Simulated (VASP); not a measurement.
# Cs (P6_3/mmc) in VASP: a series of runs

The runs below take Cs through relaxation of shape and atoms at fixed volume, with PBE.

All numbers are computed with VASP 6.6.1; they aren't measurements. Logs are shortened: lines on timing, memory, paths and dates and some standing lists are left out, and cuts for length are marked.

### 1 The cell of the first run

It takes space group P6_3/mmc (No. 194, hexagonal). The conventional cell has a = 5.291 Å, b = 5.291 Å, c = 8.758 Å, α = 90.00°, β = 90.00°, γ = 120.00°.

This isn't the form of Cs at room conditions, which is bcc.

### 2 Relaxation of shape and atoms at fixed volume, PBE (106.15 Å³/atom)

Contents of INCAR:

```
SYSTEM = Cs
PREC = Accurate ; ENCUT = 600
EDIFF = 1E-6 ; ISMEAR = 0
SIGMA = 0.1 ; LREAL = .False.
LASPH = .True. ; NELM = 100
ALGO = Fast ; ISIF = 4
LWAVE = .False. ; LCHARG = .False.
GGA = PE ; IBRION = 2
NSW = 50 ; EDIFFG = -0.01
```

Contents of KPOINTS:

```
Automatic mesh
0
Gamma
  9 9 6
  0 0 0
```

Contents of POSCAR:

```
Cs
1.0
    5.2906976451      0.0000000000      0.0000000000
   -2.6453488226      4.5818785643      0.0000000000
    0.0000000000      0.0000000000      8.7580911693
Cs
2
Direct
    0.3333333333      0.6666666667      0.2500000000
    0.6666666667      0.3333333333      0.7500000000
```

Potentials or basis: VASP PAW PBE potentials, release 64 (Cs_sv).

Command:

```bash
cat potpaw_PBE.64/Cs_sv/POTCAR > POTCAR
mpirun -np 1 vasp_std > vasp.out
```

OUTCAR:

```text
SYSTEM = Cs
   PREC = Accurate
   ENCUT = 600
   EDIFF = 1E-6
   ISMEAR = 0
   LREAL = .False.
   LASPH = .True.
   NELM = 100
   ISIF = 4
   GGA = PE
   IBRION = 2
   NSW = 50
   EDIFFG = -0.01

 ion  position               nearest neighbor table
   1  0.333  0.667  0.250-
   2  0.667  0.333  0.750-

  LATTYP: Found a hexagonal cell.
 ALAT       =     5.2906976451
 C/A-ratio  =     1.6553754829

  Lattice vectors:

 A1 = (   5.2906976451,   0.0000000000,   0.0000000000)
 A2 = (  -2.6453488226,   4.5818785643,   0.0000000000)
 A3 = (   0.0000000000,   0.0000000000,   8.7580911693)

Analysis of symmetry for initial positions (statically):
=====================================================================
 Subroutine PRICEL returns:
 Original cell was already a primitive cell.

 Routine SETGRP: Setting up the symmetry group for a
 hexagonal supercell.

 Subroutine GETGRP returns: Found 24 space group operations
 (whereof 12 operations were pure point group operations)
 out of a pool of 24 trial point group operations.

The static configuration has the point symmetry D_3d.
 The point group associated with its full space group is D_6h.

Analysis of symmetry for dynamics (positions and initial velocities):
=====================================================================
 Subroutine PRICEL returns:
 Original cell was already a primitive cell.

 Routine SETGRP: Setting up the symmetry group for a
 hexagonal supercell.

 Subroutine GETGRP returns: Found 24 space group operations
 (whereof 12 operations were pure point group operations)
 out of a pool of 24 trial point group operations.

The dynamic configuration has the point symmetry D_3d.
 The point group associated with its full space group is D_6h.

 Subroutine INISYM returns: Found 24 space group operations
 (whereof 12 operations are pure point group operations),
 and found     1 'primitive' translations

----------------------------------------------------------------------------------------

                                     Primitive cell

  volume of cell :     212.3078

  direct lattice vectors                    reciprocal lattice vectors
     5.290697645  0.000000000  0.000000000     0.189010990  0.109125546  0.000000000
    -2.645348823  4.581878564  0.000000000     0.000000000  0.218251092  0.000000000
     0.000000000  0.000000000  8.758091169     0.000000000  0.000000000  0.114180131

[... 93 lines left out ...]
   PSTRESS=    0.0 pullay stress
   NELECT =      18.0000    total number of electrons
   NUPDOWN=      -1.0000    fix difference up-down
   EMIN   =  10.00;   EMAX   =-10.00  energy-range for DOS
   EFERMI =   0.00;   METHOD = LEGACY
   ISMEAR =     0;   SIGMA  =   0.10  broadening in eV -4-tet -1-fermi 0-gaus
   EFERMI_NEDOS =   21; number of points for ismear=-14 and -15
   IALGO  =     68    algorithm
   IMIX   =      4    mixing-type and parameters
     AMIX     =   0.40;   BMIX     =  1.00
     AMIX_MAG =   1.60;   BMIX_MAG =  1.00
  volume/ion in A,a.u.               =     106.15       716.36
  Fermi-wavevector in a.u.,A,eV,Ry     =   0.719190  1.359072  7.037400  0.517234
  Thomas-Fermi vector in A             =   1.808322
   LORBIT       =      0    0 simple, 1 ext, 2 COOP (PROOUT), +10 PAW based schemes
   GGA     = PE    functional components
   LHFCALC =     F    Hartree Fock is set to
   AEXX    =    0.0000 exact exchange contribution
   IVDW    =     0    specifies the selected vdW correction
   LEPSILON=     F    determine dielectric tensor
   LRPA    =     F    only Hartree local field effects (RPA)
 conjugate gradient relaxation of ions
 non-spin polarized calculation
 RMM-DIIS sequential band-by-band and
 Gauss-broadening in eV      SIGMA  =   0.10
  energy-cutoff  :      600.00
  volume of cell :      212.31
 maximum number of plane-waves:      7139
   NGX = 21   NGY = 21   NGZ = 35

 number of electron      18.0000002 magnetization

 Free energy of the ion-electron system (eV)
  ---------------------------------------------------
  ext. energy  EPLUGINS =         0.00000000
  ---------------------------------------------------
  free energy    TOTEN  =        -1.69517519 eV

  energy without entropy =       -1.68172337  energy(sigma->0) =       -1.68844928

 E-fermi :   0.6791     XC(G=0):  -5.6116

 val. band max:        0.6691007491   @ k =   0.3333   0.1111   0.5000
 cond. band min:       0.7093400401   @ k =   0.1111   0.1111   0.1667
 fundamental gap:      0.0402392910
 Fermi energy:         0.6791362956

 k-point     1 :       0.0000    0.0000    0.0000
  band No.  band energies     occupation
      1     -23.1495      2.00000
      2     -23.1411      2.00000
      3     -10.0545      2.00000
      4      -9.9013      2.00000
      5      -9.9013      2.00000
      6      -9.8818      2.00000
      7      -9.8791      2.00000
      8      -9.8791      2.00000
      9      -1.0978      2.00000
     10       0.5804      1.83736
     11       1.4693      0.00000
     12       3.0984      0.00000
     13       3.1135      0.00000
[... 354 lines left out ...]
  band No.  band energies     occupation
      1     -23.1382      2.00000
      2     -23.1382      2.00000
      3     -10.0104      2.00000
      4     -10.0005      2.00000
      5     -10.0005      2.00000
      6      -9.9670      2.00000
      7      -9.9350      2.00000
      8      -9.9350      2.00000
      9       1.3449      0.00000
     10       1.3450      0.00000
     11       1.3525      0.00000
     12       1.5513      0.00000
     13       2.2279      0.00000

 [... further k-points ...]

------------------------ aborting loop because EDIFF is reached ----------------------------------------

  FORCE on cell =-STRESS in cart. coord.  units (eV):
  Direction    XX          YY          ZZ          XY          YZ          ZX
  --------------------------------------------------------------------------------------
  -------------------------------------------------------------------------------------
  Total        0.3017194      0.3017194      0.2815709     -0.0000000     -0.0000000      0.0000000
  in kB        2.2769204      2.2769204      2.1248701     -0.0000000     -0.0000000      0.0000000
  external PRESSURE =       2.2262369 kB  Pullay stress =       0.0000000 kB

 VOLUME and BASIS-vectors are now :
 -----------------------------------------------------------------------------
  energy-cutoff  :      600.00
  volume of cell :      212.31
      direct lattice vectors                 reciprocal lattice vectors
     5.290697645  0.000000000  0.000000000     0.189010990  0.109125546  0.000000000
    -2.645348823  4.581878564  0.000000000     0.000000000  0.218251092  0.000000000
     0.000000000  0.000000000  8.758091169     0.000000000  0.000000000  0.114180131

 POSITION                                       TOTAL-FORCE (eV/Angst)
 -----------------------------------------------------------------------------------
     -0.00000      3.05459      2.18952         0.000000      0.000000      0.000000
      2.64535      1.52729      6.56857        -0.000000     -0.000000      0.000000
 -----------------------------------------------------------------------------------
    total drift:                               -0.000000      0.000000     -0.000000

  FREE ENERGIE OF THE ION-ELECTRON SYSTEM (eV)
  ---------------------------------------------------
  free  energy   TOTEN  =        -1.6951751870 eV

  energy  without entropy=       -1.6817233696  energy(sigma->0) =       -1.68844928

 reached required accuracy - stopping structural energy minimisation
```

OSZICAR:

```text
N       E                     dE             d eps       ncg     rms          rms(c)
DAV:   1     0.148717152628E+03    0.14872E+03   -0.67384E+03  1248   0.114E+03
DAV:   2     0.189566711039E+02   -0.12976E+03   -0.12595E+03  1994   0.178E+02
DAV:   3    -0.118111814098E+01   -0.20138E+02   -0.19844E+02  1558   0.780E+01
DAV:   4    -0.168997579113E+01   -0.50886E+00   -0.50869E+00  1578   0.145E+01
DAV:   5    -0.169391732317E+01   -0.39415E-02   -0.39413E-02  1653   0.130E+00    0.188E-01
RMM:   6    -0.169377891895E+01    0.13840E-03   -0.34235E-03  1248   0.334E-01    0.124E-01
RMM:   7    -0.169493816935E+01   -0.11593E-02   -0.86097E-03  1248   0.489E-01    0.568E-02
RMM:   8    -0.169516232702E+01   -0.22416E-03   -0.47215E-04  1313   0.143E-01    0.747E-03
RMM:   9    -0.169517319610E+01   -0.10869E-04   -0.12220E-04  1361   0.575E-02    0.338E-03
RMM:  10    -0.169517514787E+01   -0.19518E-05   -0.28320E-05  1340   0.258E-02    0.173E-03
RMM:  11    -0.169517518696E+01   -0.39087E-07   -0.78209E-06  1099   0.118E-02
   1 F= -.16951752E+01 E0= -.16884493E+01  d E =-.169518E+01
```

It took 3.2 min on 1 thread of Intel Xeon 8259CL, shared host; peak memory 0.41 GiB.

What came out:

```
Free energy             : -1.6952 eV
Pressure after relaxing : 0.2 GPa
Band gap on the k mesh  : zero (bands 9 and 10 overlap by 1.91 eV)
```

Final structure:
```yaml
crystal:
  lattice:
    - [5.29070, 0.00000, 0.00000]
    - [-2.64535, 4.58188, 0.00000]
    - [0.00000, 0.00000, 8.75809]
  atoms:
    - { symbol: Cs, position: [0.33333, 0.66667, 0.25000] }
    - { symbol: Cs, position: [0.66667, 0.33333, 0.75000] }
```

Levels at points of the mesh, in eV from the Fermi level:
```
           k point  band 6  band 7  band 8  band 9  band 10  band 11  band 12  band 13
(0.00, 0.00, 0.00)  -10.56  -10.56  -10.56   -1.78    -0.10     0.79     2.42     2.43
(0.00, 0.00, 0.50)  -10.57  -10.57  -10.57   -1.13    -1.13     1.61     1.61     2.44
```

Caveat: spin-orbit coupling is left out, which moves the levels of the heavy elements.

### 3 Relaxation of shape and atoms at fixed volume, PBE (113.15 Å³/atom)

This run uses another cell than the first one, of 113.15 Å³/atom.

Contents of INCAR:

```
SYSTEM = Cs
  ALGO = Fast
  EDIFF = 1E-6
  EDIFFG = -0.01
  ENCUT = 600
  GGA = PE
  IBRION = 2
  ISIF = 4
  ISMEAR = 0
  LASPH = .True.
  LCHARG = .False.
  LREAL = .False.
  LWAVE = .False.
  NELM = 60
  NSW = 50
  PREC = Accurate
  SIGMA = 0.1
```

Contents of KPOINTS:

```
k-points
0
Gamma
  9 9 6
  0 0 0
```

Contents of POSCAR:

```
Cs
1.0
    5.4045108159      0.0000000000      0.0000000000
   -2.7022554080      4.6804436616      0.0000000000
    0.0000000000      0.0000000000      8.9464947018
Cs
2
Direct
    0.3333333333      0.6666666667      0.2500000000
    0.6666666667      0.3333333333      0.7500000000
```

Potentials or basis: VASP PAW PBE potentials, release 64 (Cs_sv).

Command:

```bash
cat potpaw_PBE.64/Cs_sv/POTCAR > POTCAR
mpirun -np 1 vasp_std > vasp.out
```

OUTCAR:

```text
SYSTEM = Cs
   EDIFF = 1E-6
   EDIFFG = -0.01
   ENCUT = 600
   GGA = PE
   IBRION = 2
   ISIF = 4
   ISMEAR = 0
   LASPH = .True.
   LREAL = .False.
   NELM = 60
   NSW = 50
   PREC = Accurate

 ion  position               nearest neighbor table
   1  0.333  0.667  0.250-
   2  0.667  0.333  0.750-

  LATTYP: Found a hexagonal cell.
 ALAT       =     5.4045108159
 C/A-ratio  =     1.6553754829

  Lattice vectors:

 A1 = (   5.4045108159,   0.0000000000,   0.0000000000)
 A2 = (  -2.7022554080,   4.6804436616,   0.0000000000)
 A3 = (   0.0000000000,   0.0000000000,   8.9464947018)

Analysis of symmetry for initial positions (statically):
=====================================================================
 Subroutine PRICEL returns:
 Original cell was already a primitive cell.

 Routine SETGRP: Setting up the symmetry group for a
 hexagonal supercell.

 Subroutine GETGRP returns: Found 24 space group operations
 (whereof 12 operations were pure point group operations)
 out of a pool of 24 trial point group operations.

The static configuration has the point symmetry D_3d.
[... 181 lines left out ...]
      7     -10.0906      2.00000
      8     -10.0906      2.00000
      9      -1.2008      2.00000
     10       0.4333      1.72235
     11       1.2370      0.00000
     12       2.8760      0.00000
     13       2.9069      0.00000
[... 354 lines left out ...]
  band No.  band energies     occupation
      1     -23.3411      2.00000
      2     -23.3411      2.00000
      3     -10.1963      2.00000
      4     -10.1885      2.00000
      5     -10.1885      2.00000
      6     -10.1617      2.00000
      7     -10.1359      2.00000
      8     -10.1359      2.00000
      9       1.1533      0.00000
     10       1.1534      0.00000
     11       1.1714      0.00000
     12       1.4201      0.00000
     13       2.0290      0.00000

 [... further k-points ...]

------------------------ aborting loop because EDIFF is reached ----------------------------------------

  FORCE on cell =-STRESS in cart. coord.  units (eV):
  Direction    XX          YY          ZZ          XY          YZ          ZX
  --------------------------------------------------------------------------------------
  -------------------------------------------------------------------------------------
  Total        0.1010178      0.1010178      0.0877287     -0.0000000      0.0000000     -0.0000000
  in kB        0.7151749      0.7151749      0.6210920     -0.0000000      0.0000000     -0.0000000
  external PRESSURE =       0.6838139 kB  Pullay stress =       0.0000000 kB

 VOLUME and BASIS-vectors are now :
 -----------------------------------------------------------------------------
  energy-cutoff  :      600.00
  volume of cell :      226.31
      direct lattice vectors                 reciprocal lattice vectors
     5.404510816  0.000000000  0.000000000     0.185030622  0.106827480  0.000000000
    -2.702255408  4.680443662  0.000000000     0.000000000  0.213654959  0.000000000
     0.000000000  0.000000000  8.946494702     0.000000000  0.000000000  0.111775621

 POSITION                                       TOTAL-FORCE (eV/Angst)
 -----------------------------------------------------------------------------------
     -0.00000      3.12030      2.23662         0.000000      0.000000      0.000000
      2.70226      1.56015      6.70987        -0.000000     -0.000000      0.000000
 -----------------------------------------------------------------------------------
    total drift:                                0.000000     -0.000000      0.000000

  FREE ENERGIE OF THE ION-ELECTRON SYSTEM (eV)
  ---------------------------------------------------
  free  energy   TOTEN  =        -1.7080166439 eV

  energy  without entropy=       -1.6946027994  energy(sigma->0) =       -1.70130972

 reached required accuracy - stopping structural energy minimisation
```

It took 4.1 min on 1 thread of Intel Xeon 8259CL, shared host; peak memory 0.48 GiB.

What came out:

* Free energy: -1.7080 eV
* Pressure after relaxing: 0.1 GPa
* Band gap on the k mesh: zero (bands 9 and 10 overlap by 1.88 eV)

Final structure:
```yaml
crystal:
  lattice:
    - [5.40451, 0.00000, 0.00000]
    - [-2.70226, 4.68044, 0.00000]
    - [0.00000, 0.00000, 8.94649]
  atoms:
    - { symbol: Cs, position: [0.33333, 0.66667, 0.25000] }
    - { symbol: Cs, position: [0.66667, 0.33333, 0.75000] }
```

Levels at points of the mesh, in eV from the Fermi level:
```
           k point  band 6  band 7  band 8  band 9  band 10  band 11  band 12  band 13
(0.00, 0.00, 0.00)  -10.60  -10.60  -10.60   -1.71    -0.08     0.73     2.37     2.40
(0.00, 0.00, 0.50)  -10.61  -10.61  -10.61   -1.10    -1.10     1.59     1.59     2.41
```

Caveat: spin-orbit coupling is left out, which moves the levels of the heavy elements.

[end of part 1 of 2]

The gap in the log of VASP goes by the Fermi energy; the results here count the filled bands.